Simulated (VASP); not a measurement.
# Zn (P2_1/m) in VASP: electric field gradients with PBE

Aim: the electric field gradients of Zn with PBE.

Program: VASP 6.6.1. These are calculated values, not measurements. Logs are shortened: lines on timing, memory, paths and dates and some standing lists are left out, and cuts for length are marked.

**1. The cell of the first run**

The structure is monoclinic, space group P2_1/m (No. 11). The conventional cell has a = 2.635 Å, b = 5.093 Å, c = 2.635 Å, α = 90.00°, β = 120.00°, γ = 90.00°. Within 3.5 Å of Zn (site symmetry m) lie 12 Zn at 2.64 to 2.99 Å.

**2. Electric field gradients, PBE (0.035355, 0.0] A)**

INCAR

```
ALGO = Normal ; EDIFF = 1E-8
ENCUT = 520 ; GGA = PE
ISIF = 2 ; ISMEAR = -1
LASPH = T ; LCHARG = F
LEFG = T ; LREAL = F
LWAVE = F ; NBANDS = 19
NELM = 100 ; PREC = Accurate
SIGMA = 0.08
```

KPOINTS

```
k-points
0
Gamma
  18 18 10
```

POSCAR

```
Zn
1.0
    2.6353843244      0.0000000000      0.0000000000
   -1.3176921622      2.2823097737      0.0000000000
    0.0000000000      0.0000000000      5.0927270444
Zn
2
Direct
    0.3544942768      0.6821575524      0.2500000000
    0.6666666667      0.3333333333      0.7500000000
```

Potentials or basis: VASP PAW PBE potentials, release 64 (Zn).

Command:

```sh
$ cat potpaw_PBE.64/Zn/POTCAR > POTCAR
$ mpirun -np 1 vasp_std > vasp.out
```

OUTCAR:

```text
EDIFF = 1E-8
   ENCUT = 520
   GGA = PE
   ISIF = 2
   ISMEAR = -1
   LASPH = T
   LREAL = F
   NELM = 100
   PREC = Accurate

 ion  position               nearest neighbor table
   1  0.354  0.682  0.250-   2 2.95   2 2.95   2 2.96   2 2.96   2 2.99   2 2.99
   2  0.667  0.333  0.750-   1 2.95   1 2.95   1 2.96   1 2.96   1 2.99   1 2.99

  LATTYP: Found a hexagonal cell.
 ALAT       =     2.6353843244
 C/A-ratio  =     1.9324418823

  Lattice vectors:

 A1 = (   2.6353843244,   0.0000000000,   0.0000000000)
 A2 = (  -1.3176921622,   2.2823097737,   0.0000000000)
 A3 = (   0.0000000000,   0.0000000000,   5.0927270444)

Analysis of symmetry for initial positions (statically):
=====================================================================
 Subroutine PRICEL returns:
 Original cell was already a primitive cell.

 Routine SETGRP: Setting up the symmetry group for a
 hexagonal supercell.

 Subroutine GETGRP returns: Found  4 space group operations
 (whereof  1 operations were pure point group operations)
 out of a pool of 24 trial point group operations.

The static configuration has the point symmetry C_1 .
 The point group associated with its full space group is C_2h.

Analysis of symmetry for dynamics (positions and initial velocities):
=====================================================================
 Subroutine PRICEL returns:
 Original cell was already a primitive cell.

 Routine SETGRP: Setting up the symmetry group for a
 hexagonal supercell.

 Subroutine GETGRP returns: Found  4 space group operations
 (whereof  1 operations were pure point group operations)
 out of a pool of 24 trial point group operations.

The dynamic configuration has the point symmetry C_1 .
 The point group associated with its full space group is C_2h.

 Subroutine INISYM returns: Found  4 space group operations
 (whereof  1 operations are pure point group operations),
 and found     1 'primitive' translations

----------------------------------------------------------------------------------------

                                     Primitive cell

  volume of cell :      30.6315

  direct lattice vectors                    reciprocal lattice vectors
     2.635384324  0.000000000  0.000000000     0.379451297  0.219076308  0.000000000
    -1.317692162  2.282309774  0.000000000     0.000000000  0.438152617  0.000000000
     0.000000000  0.000000000  5.092727044     0.000000000  0.000000000  0.196358452

  length of vectors
     2.635384324  2.635384324  5.092727044     0.438152617  0.438152617  0.196358452

  position of ions in fractional coordinates (direct lattice)
     0.354494277  0.682157552  0.250000000
     0.666666667  0.333333333  0.750000000

  ion indices of the primitive-cell ions
   primitive index   ion index
                 1           1
                 2           2

----------------------------------------------------------------------------------------

 KPOINTS: k-points

Automatic generation of k-mesh.
 Grid dimensions read from file:
 generate k-points for:   18   18   10

 Generating k-lattice:

  Cartesian coordinates                     Fractional coordinates (reciprocal lattice)
     0.021080628  0.012170906  0.000000000     0.055555556 -0.000000000  0.000000000
     0.000000000  0.024341812  0.000000000     0.000000000  0.055555556  0.000000000
     0.000000000  0.000000000  0.019635845     0.000000000  0.000000000  0.100000000

  Length of vectors
     0.024341812  0.024341812  0.019635845

  Shift w.r.t. Gamma in fractional coordinates (k-lattice)
     0.000000000  0.000000000  0.000000000

 Subroutine IBZKPT returns following result:
 ===========================================

 Found    984 irreducible k-points:

 Following reciprocal coordinates:
            Coordinates               Weight
  0.000000  0.000000  0.000000      1.000000
  0.055556 -0.000000  0.000000      2.000000
  0.000000  0.055556  0.000000      2.000000
 -0.055556  0.055556  0.000000      2.000000
  0.111111 -0.000000  0.000000      2.000000
  0.000000  0.111111  0.000000      2.000000
[... 16 lines left out ...]
  0.444444  0.000000  0.000000      2.000000
  0.000000  0.444444  0.000000      2.000000
 [... further k-points ...]
   k-points           NKPTS =    984   k-points in BZ     NKDIM =    984   number of bands    NBANDS=     19
   number of dos      NEDOS =    301   number of ions     NIONS =      2
   total plane-waves  NPLWV =  16000
   dimension x,y,z NGX =    20 NGY =   20 NGZ =   40
   dimension x,y,z NGXF=    40 NGYF=   40 NGZF=   80
   ions per type =               2
   NGX,Y,Z   is equivalent  to a cutoff of  12.62, 12.62, 13.06 a.u.
   NGXF,Y,Z  is equivalent  to a cutoff of  25.23, 25.23, 26.12 a.u.
 SYSTEM =  unknown system
   PREC   = accura    normal or accurate (medium, high low for compatibility)
   ISTART =      0    job   : 0-new  1-cont  2-samecut
   ICHARG =      2    charge: 1-file 2-atom 10-const
   ISPIN  =      1    spin polarized calculation?
   LNONCOLLINEAR =      F non collinear calculations
   LSORBIT =      F    spin-orbit coupling
   LASPH  =      T    aspherical Exc in radial PAW
   ENCUT  =  520.0 eV  38.22 Ry    6.18 a.u.   4.90  4.90  9.47*2*pi/ulx,y,z
   NELM   =    100;   NELMIN=  2; NELMDL= -5     # of ELM steps
   EDIFF  = 0.1E-07   stopping-criterion for ELM
   LREAL  =      F    real-space projection
   EDIFFG = 0.1E-06   stopping-criterion for IOM
   NSW    =      0    number of steps for IOM
   IBRION =     -1    ionic relax: 0-MD 1-quasi-New 2-CG
   NFREE  =      0    steps in history (QN), initial steepest desc. (CG)
   ISIF   =      2    stress and relaxation
   ISYM   =      2    0-nonsym 1-usesym 2-fastsym
   POTIM  = 0.5000    time-step for ionic-motion
   TEBEG  =    0.0;   TEEND  =   0.0 temperature during run
   PSTRESS=    0.0 pullay stress
   NELECT =      24.0000    total number of electrons
   NUPDOWN=      -1.0000    fix difference up-down
   EMIN   =  10.00;   EMAX   =-10.00  energy-range for DOS
   EFERMI =   0.00;   METHOD = LEGACY
   ISMEAR =    -1;   SIGMA  =   0.08  broadening in eV -4-tet -1-fermi 0-gaus
   EFERMI_NEDOS =   21; number of points for ismear=-14 and -15
   IALGO  =     38    algorithm
   IMIX   =      4    mixing-type and parameters
     AMIX     =   0.40;   BMIX     =  1.00
     AMIX_MAG =   1.60;   BMIX_MAG =  1.00
  volume/ion in A,a.u.               =      15.32       103.36
  Fermi-wavevector in a.u.,A,eV,Ry     =   1.509231  2.852032 30.991037  2.277777
  Thomas-Fermi vector in A             =   2.619580
   LORBIT       =      0    0 simple, 1 ext, 2 COOP (PROOUT), +10 PAW based schemes
   GGA     = PE    functional components
   LHFCALC =     F    Hartree Fock is set to
   AEXX    =    0.0000 exact exchange contribution
   IVDW    =     0    specifies the selected vdW correction
   LEPSILON=     F    determine dielectric tensor
   LRPA    =     F    only Hartree local field effects (RPA)
 non-spin polarized calculation
  energy-cutoff  :      520.00
  volume of cell :       30.63
 maximum number of plane-waves:       849
   NGX =  9   NGY =  9   NGZ = 19

 number of electron      23.9999997 magnetization

 Free energy of the ion-electron system (eV)
  ---------------------------------------------------
  ext. energy  EPLUGINS =         0.00000000
  ---------------------------------------------------
  free energy    TOTEN  =        -2.22496573 eV

  energy without entropy =       -2.21882249  energy(sigma->0) =       -2.22189411

 E-fermi :   3.0227     XC(G=0): -11.5046

 val. band max:        3.0076890277   @ k =   0.3889   0.0556   0.0000
 cond. band min:       3.0471368837   @ k =   0.2778   0.2778   0.3000
 fundamental gap:      0.0394478560
 Fermi energy:         3.0227092319

 k-point     1 :       0.0000    0.0000    0.0000
  band No.  band energies     occupation
      1      -7.3010      2.00000
      2      -5.6150      2.00000
      3      -4.9054      2.00000
      4      -4.6354      2.00000
      5      -4.6305      2.00000
      6      -4.5953      2.00000
[... 11 lines left out ...]
     18      22.6595      0.00000
     19      22.7594      0.00000
[... 485 lines left out ...]
 k-point    24 :       0.0000    0.4444    0.0000
  band No.  band energies     occupation
      1      -5.3786      2.00000
      2      -5.2957      2.00000
      3      -5.0793      2.00000
      4      -4.6798      2.00000
      5      -4.4630      2.00000
      6      -4.4265      2.00000
[... 11 lines left out ...]
     18      17.8397      0.00000
     19      18.7337      0.00000

 [... further k-points ...]

------------------------ aborting loop because EDIFF is reached ----------------------------------------

  FORCE on cell =-STRESS in cart. coord.  units (eV):
  Direction    XX          YY          ZZ          XY          YZ          ZX
  --------------------------------------------------------------------------------------
  -------------------------------------------------------------------------------------
  Total        0.0935836      0.0806150      0.0299986      0.0065787      0.0000000      0.0000000
  in kB        4.8948709      4.2165514      1.5690721      0.3440984      0.0000000      0.0000000
  external PRESSURE =       3.5601648 kB  Pullay stress =       0.0000000 kB

 VOLUME and BASIS-vectors are now :
 -----------------------------------------------------------------------------
  energy-cutoff  :      520.00
  volume of cell :       30.63
      direct lattice vectors                 reciprocal lattice vectors
     2.635384324  0.000000000  0.000000000     0.379451297  0.219076308  0.000000000
    -1.317692162  2.282309774  0.000000000     0.000000000  0.438152617  0.000000000
     0.000000000  0.000000000  5.092727044     0.000000000  0.000000000  0.196358452

 POSITION                                       TOTAL-FORCE (eV/Angst)
 -----------------------------------------------------------------------------------
      0.03535      1.55689      1.27318        -0.015629     -0.016445      0.000000
      1.31769      0.76077      3.81955         0.015629      0.016445     -0.000000
 -----------------------------------------------------------------------------------
    total drift:                               -0.000025     -0.000173     -0.000000

  FREE ENERGIE OF THE ION-ELECTRON SYSTEM (eV)
  ---------------------------------------------------
  free  energy   TOTEN  =        -2.2249657274 eV

  energy  without entropy=       -2.2188224917  energy(sigma->0) =       -2.22189411

 Electric field gradients (V/A^2)
---------------------------------------------------------------------
 ion       V_xx      V_yy      V_zz      V_xy      V_xz      V_yz
---------------------------------------------------------------------
   1     -23.088   -24.824    47.912     0.898     0.000     0.000
   2     -23.088   -24.822    47.910     0.901     0.000     0.000
---------------------------------------------------------------------

 Electric field gradients after diagonalization (V/A^2)
 (convention: |V_zz| > |V_xx| > |V_yy|)
----------------------------------------------------------------------
 ion       V_xx      V_yy      V_zz     asymmetry (V_yy - V_xx)/ V_zz
----------------------------------------------------------------------
   1     -25.205   -22.707    47.912       0.052
   2     -25.205   -22.705    47.910       0.052
----------------------------------------------------------------------

           NMR quadrupolar parameters

 Cq : quadrupolar parameter    Cq=e*Q*V_zz/h
 eta: asymmetry parameters     (V_yy - V_xx)/ V_zz
 Q  : nuclear electric quadrupole moment in mb (millibarn)
----------------------------------------------------------------------
 ion       Cq(MHz)       eta       Q (mb)
----------------------------------------------------------------------
   1       0.116       0.052       1.000
   2       0.116       0.052       1.000
----------------------------------------------------------------------
```

Run time: 11 min. Hardware: 1 thread of Intel Xeon 8259CL, shared host; peak memory 0.53 GiB.

What came out:

```yaml
Free_energy: -2.2250 eV
Pressure: 0.4 GPa
Largest_force: 0.023 eV/Å
Band_gap_on_the_k_mesh: zero (bands 12 and 13 overlap by 5.26 eV)
Largest_electric_field_gradient_by_atom: Zn +47.9 V/Å²
```

Forces on the atoms (eV/Å):
```
Zn  -0.016 -0.016  0.000
Zn   0.016  0.016  0.000
```

Stress tensor (GPa, compression positive):
```
0.49 0.03 0.00
0.03 0.42 0.00
0.00 0.00 0.16
```

Levels at points of the mesh, in eV from the Fermi level:
```
           k point  band 8  band 9  band 10  band 11  band 12  band 13  band 14  band 15  band 16  band 17
(0.00, 0.00, 0.00)   -7.24   -7.22    -7.08    -7.06    -3.73    -3.46    12.29    16.11    18.13    18.29
(0.50, 0.00, 0.00)   -7.10   -6.85    -6.84    -2.68    -1.88     2.31     3.48     3.97     5.81    10.71
(0.00, 0.50, 0.00)   -7.10   -6.85    -6.84    -2.62    -1.97     2.47     3.69     3.82     5.58    10.71
(0.50, 0.50, 0.00)   -7.10   -6.85    -6.84    -2.64    -1.94     2.42     3.63     3.86     5.64    10.71
(0.00, 0.00, 0.50)   -7.60   -7.14    -7.14    -7.14    -7.14     3.87     3.87    19.40    19.40    19.40
(0.50, 0.00, 0.50)   -7.12   -6.84    -6.84    -1.72    -1.72     0.25     0.25     9.71     9.71    12.38
(0.00, 0.50, 0.50)   -7.10   -6.84    -6.84    -1.77    -1.77     0.32     0.32     9.58     9.58    12.38
(0.50, 0.50, 0.50)   -7.10   -6.84    -6.84    -1.75    -1.75     0.30     0.30     9.61     9.61    12.38
```

Electric field gradients, principal values (V/Å²):
```csv
atom,least,middle,greatest (by size)
1 Zn,-22.707,-25.205,47.912
2 Zn,-22.705,-25.205,47.910
```

Caveat: the cell differs from its parent crystal (0.035355, 0.0] A); without QUAD_EFG the Cq values of the log hold for a quadrupole moment of 1 mb, not for the nuclei.
